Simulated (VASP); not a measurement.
# SiO2 (P4_12_12) in VASP: a series of runs, part 2 of 2

VASP 6.6.1. Earlier steps stand in the parts before.

### 4 Relaxation of cell and atoms, LDA

File INCAR:

```
SYSTEM = SiO2
ALGO = Normal ; EDIFF = 1E-7
EDIFFG = -0.01 ; ENCUT = 600
GGA = CA ; GGA_COMPAT = .FALSE.
IBRION = 2 ; ISIF = 3
ISMEAR = -1 ; LASPH = .TRUE.
LCHARG = .FALSE. ; LREAL = .FALSE.
LWAVE = .FALSE. ; NELM = 120
NELMIN = 4 ; NSW = 60
PREC = Accurate ; SIGMA = 0.05
```

File KPOINTS:

```
k-points
0
G
  6 6 4
  0 0 0
```

File POSCAR:

```
SiO2
1.0
    4.9820000000      0.0000000000      0.0000000000
    0.0000000000      4.9820000000      0.0000000000
    0.0000000000      0.0000000000      6.9630000000
Si O
4 8
Direct
    0.7989700000      0.2010300000      0.7500000000
    0.7010300000      0.7010300000      0.5000000000
    0.2010300000      0.7989700000      0.2500000000
    0.2989700000      0.2989700000      0.0000000000
    0.1034700000      0.2398900000      0.8218700000
    0.2601100000      0.6034700000      0.0718700000
    0.8965300000      0.7601100000      0.3218700000
    0.7398900000      0.3965300000      0.5718700000
    0.6034700000      0.2601100000      0.9281300000
    0.7601100000      0.8965300000      0.6781300000
    0.3965300000      0.7398900000      0.4281300000
    0.2398900000      0.1034700000      0.1781300000
```

Potentials or basis: VASP PAW LDA potentials, release 64 (Si, O).

Run with:

```
$ cat potpaw_LDA.64/Si/POTCAR potpaw_LDA.64/O/POTCAR > POTCAR
$ mpirun -np 1 vasp_std > vasp.out
```

It took 59 min on 1 thread of Intel Xeon Platinum 8488C (Sapphire Rapids), shared host; peak memory 0.32 GiB.

Results (log left out):

```yaml
Free_energy: -103.7946 eV
Relaxed_volume: 13.78 Å³/atom
Relaxed_cell: a = 4.922 Å, b = 4.922 Å, c = 6.828 Å, α = 90.00°, β = 90.00°, γ = 90.00°
Space_group_after_relaxing_to_0.1_Å: P4_12_12 (No. 92)
Energy_gained_by_relaxing: 1.1 meV/atom
Ionic_steps: 53
Pressure_after_relaxing: 0.0 GPa
Largest_force_after_relaxing: 0.008 eV/Å
Band_gap_on_the_k_mesh: 5.57 eV
```

Forces in eV/Å, atoms in the order of the input:
```
Si   0.001 -0.001  0.000
Si  -0.001 -0.001  0.000
Si  -0.001  0.001  0.000
Si   0.001  0.001  0.000
O   -0.005  0.000 -0.006
O    0.000 -0.005 -0.006
O    0.005  0.000 -0.006
O    0.000  0.005 -0.006
O   -0.005  0.000  0.006
O    0.000  0.005  0.006
O    0.005  0.000  0.006
O    0.000 -0.005  0.006
```

Step by step:
```csv
step,energy change (eV),largest force (eV/Å),pressure (GPa),volume (Å³)
1,0.0000,0.1823,0.32,172.82
3,-0.0021,0.0325,0.10,172.99
5,-0.0024,0.0237,-0.20,173.22
7,-0.0034,0.0233,-0.08,172.87
9,-0.0036,0.0340,-0.02,172.67
11,-0.0052,0.0558,-0.11,171.95
13,-0.0058,0.1302,-0.25,170.85
15,-0.0063,0.1103,-0.25,170.53
17,-0.0067,0.0931,-0.22,169.25
19,-0.0071,0.0583,-0.18,169.69
21,-0.0080,0.0627,0.20,169.43
23,-0.0084,0.0492,0.25,169.41
25,-0.0091,0.0969,0.09,169.67
27,-0.0096,0.0350,0.03,169.69
29,-0.0097,0.0167,-0.07,169.79
31,-0.0100,0.0159,-0.05,169.71
33,-0.0103,0.0158,0.04,169.39
35,-0.0105,0.0219,-0.03,169.48
37,-0.0105,0.0440,-0.10,169.43
39,-0.0107,0.0328,-0.12,169.35
41,-0.0110,0.0209,-0.21,169.01
43,-0.0114,0.0324,0.05,168.39
45,-0.0119,0.0288,0.02,168.00
47,-0.0133,0.0158,-0.13,166.27
49,-0.0133,0.0347,0.25,165.02
51,-0.0135,0.0234,0.03,165.42
53,-0.0136,0.0077,0.01,165.42
```

Final structure:
```cif
data_structure
_symmetry_space_group_name_H-M 'P 1'
_symmetry_Int_Tables_number 1
_cell_length_a 4.9219
_cell_length_b 4.9219
_cell_length_c 6.8284
_cell_angle_alpha 90.000
_cell_angle_beta 90.000
_cell_angle_gamma 90.000
_cell_volume 165.42
loop_
_atom_site_label
_atom_site_type_symbol
_atom_site_fract_x
_atom_site_fract_y
_atom_site_fract_z
_atom_site_occupancy
Si1 Si 0.80767 0.19233 0.75000 1
Si2 Si 0.69233 0.69233 0.50000 1
Si3 Si 0.19233 0.80767 0.25000 1
Si4 Si 0.30767 0.30767 0.00000 1
O1 O 0.11920 0.23606 0.81418 1
O2 O 0.26394 0.61920 0.06418 1
O3 O 0.88080 0.76394 0.31418 1
O4 O 0.73606 0.38080 0.56418 1
O5 O 0.61920 0.26394 0.93582 1
O6 O 0.76394 0.88080 0.68582 1
O7 O 0.38080 0.73606 0.43582 1
O8 O 0.23606 0.11920 0.18582 1
```

Levels at points of the mesh, in eV from the valence-band top:
```tsv
k point	band 28	band 29	band 30	band 31	band 32	band 33	band 34	band 35	band 36	band 37
(0.00, 0.00, 0.00)	-1.31	-0.69	-0.33	-0.33	0.00	5.57	8.60	8.60	9.23	9.23
(0.50, 0.00, 0.00)	-0.99	-0.67	-0.67	-0.51	-0.51	7.66	7.66	9.01	9.01	9.71
(0.50, 0.50, 0.00)	-1.31	-0.60	-0.60	-0.53	-0.53	8.56	8.56	8.68	8.68	9.50
(0.00, 0.00, 0.50)	-0.91	-0.57	-0.57	-0.39	-0.39	6.87	6.87	9.13	9.13	9.62
(0.50, 0.00, 0.50)	-1.02	-0.93	-0.93	-0.19	-0.19	8.03	8.03	8.85	8.85	9.17
(0.50, 0.50, 0.50)	-1.35	-0.59	-0.59	-0.59	-0.59	9.04	9.04	9.04	9.04	9.68
```

A k mesh can miss the band edges. LDA usually gives volumes a few per cent too small.

### 5 Relaxation of cell and atoms, PBEsol

File INCAR:

```
PREC     = Accurate       # precision mode
ENCUT    = 600            # plane-wave cutoff, eV
EDIFF    = 1E-7           # SCF threshold, eV
ISMEAR   = -1             # smearing method
SIGMA    = 0.05           # smearing width, eV
LREAL    = F              # projectors in reciprocal space
LASPH    = T              # aspherical terms in the spheres
NELM     = 120            # most SCF steps
ALGO     = Normal         # electronic algorithm
ISIF     = 3              # what is computed and relaxed
LWAVE    = F              # write WAVECAR
LCHARG   = F              # write CHGCAR
GGA      = PS             # functional
IBRION   = 2              # ionic algorithm
NSW      = 60             # ionic steps
EDIFFG   = -0.01          # ionic threshold
GGA_COMPAT= F            
NELMIN   = 4
```

File KPOINTS:

```
Automatic mesh
0
Gamma
  6 6 4
```

POSCAR is that of step 4.

Potentials or basis: VASP PAW PBE potentials, release 64 (Si, O).

Run with:

```
$ cat potpaw_PBE.64/Si/POTCAR potpaw_PBE.64/O/POTCAR > POTCAR
$ mpirun -np 1 vasp_std > vasp.out
```

Wall time 32 min (1 thread of Oxide Virtual Turin-like, shared host); peak memory 0.36 GiB.

Results (log left out):

```yaml
Free_energy: -98.7140 eV
Relaxed_volume: 14.74 Å³/atom
Relaxed_cell: a = 5.026 Å, b = 5.026 Å, c = 7.002 Å, α = 90.00°, β = 90.00°, γ = 90.00°
Space_group_after_relaxing_to_0.1_Å: P4_12_12 (No. 92)
Energy_gained_by_relaxing: 4.9 meV/atom
Ionic_steps: 10
Pressure_after_relaxing: 0.0 GPa
Largest_force_after_relaxing: 0.009 eV/Å
Band_gap_on_the_k_mesh: 5.57 eV
```

Forces on the atoms (eV/Å):
```
Si  -0.003  0.003  0.000
Si   0.003  0.003  0.000
Si   0.003 -0.003  0.000
Si  -0.003 -0.003  0.000
O   -0.007  0.002 -0.006
O   -0.002 -0.007 -0.006
O    0.007 -0.002 -0.006
O    0.002  0.007 -0.006
O   -0.007 -0.002  0.006
O   -0.002  0.007  0.006
O    0.007  0.002  0.006
O    0.002 -0.007  0.006
```

Step by step:
| step | energy change (eV) | largest force (eV/Å) | pressure (GPa) | volume (Å³) |
| --- | --- | --- | --- | --- |
| 1 | 0.0000 | 0.3185 | 4.28 | 172.82 |
| 2 | 0.0794 | 0.6073 | -5.49 | 182.63 |
| 3 | -0.0573 | 0.1328 | 0.17 | 176.57 |
| 4 | -0.0573 | 0.1275 | 0.24 | 176.50 |
| 5 | -0.0496 | 0.3474 | -0.48 | 177.25 |
| 6 | -0.0588 | 0.0160 | 0.02 | 176.71 |
| 7 | -0.0589 | 0.0113 | -0.03 | 176.77 |
| 8 | -0.0590 | 0.0147 | -0.15 | 176.92 |
| 9 | -0.0591 | 0.0103 | -0.11 | 176.88 |
| 10 | -0.0591 | 0.0092 | -0.05 | 176.83 |

Final structure:
```xyz
12
Lattice="5.0255 0.0000 0.0000 0.0000 5.0255 0.0000 0.0000 0.0000 7.0016" Properties=species:S:1:pos:R:3 pbc="T T T"
Si    4.0169    1.0086    5.2512
Si    3.5214    3.5214    3.5008
Si    1.0086    4.0169    1.7504
Si    1.5041    1.5041    7.0016
O     0.5209    1.2020    5.7492
O     1.3107    3.0337    0.4981
O     4.5046    3.8235    2.2485
O     3.7148    1.9918    3.9989
O     3.0337    1.3107    6.5035
O     3.8235    4.5046    4.7531
O     1.9918    3.7148    3.0027
O     1.2020    0.5209    1.2523
```

Levels at points of the mesh, in eV from the valence-band top:
```tsv
k point	band 30	band 31	band 32	band 33	band 34	band 35
(0.00, 0.00, 0.00)	-0.28	-0.28	0.00	5.57	8.63	8.63
(0.50, 0.00, 0.00)	-0.64	-0.48	-0.48	7.57	7.57	9.09
(0.50, 0.50, 0.00)	-0.59	-0.54	-0.54	8.54	8.54	8.63
(0.00, 0.00, 0.50)	-0.52	-0.39	-0.39	6.79	6.79	9.23
(0.50, 0.00, 0.50)	-0.92	-0.17	-0.17	7.82	7.82	8.84
(0.50, 0.50, 0.50)	-0.63	-0.63	-0.63	9.05	9.05	9.05
```

Caveat: the PAW data sets were made with another functional, which shifts forces and pressure a little. A k mesh can miss the band edges.

### 6 Overview

| level | potentials or basis | gap on the mesh (eV) | pressure (GPa) | relaxed volume (Å³/atom) | largest force (eV/Å) |
| --- | --- | --- | --- | --- | --- |
| BLYP | VASP PAW PBE potentials, release 64 (Si, O) | 5.44 | 0.0 | 15.98 | - |
| PBE+D3(BJ) | VASP PAW PBE potentials, release 64 (Si, O) | 5.66 | 0.0 | 13.73 | - |
| LDA | VASP PAW LDA potentials, release 64 (Si, O) | 5.57 | 0.0 | 13.78 | 0.01 |
| PBEsol | VASP PAW PBE potentials, release 64 (Si, O) | 5.57 | 0.0 | 14.74 | 0.01 |

Alike in all rows: task relaxation of cell and atoms; no spin polarisation; cell relaxed; k mesh 6 × 6 × 4; cutoff (eV) 600; smearing fermi-dirac 0.05 eV.

Caveats: the PAW data sets were made with another functional, which shifts forces and pressure a little (at least some runs).

Total energies depend on the potentials used, so only differences within one code and one set of settings carry meaning.
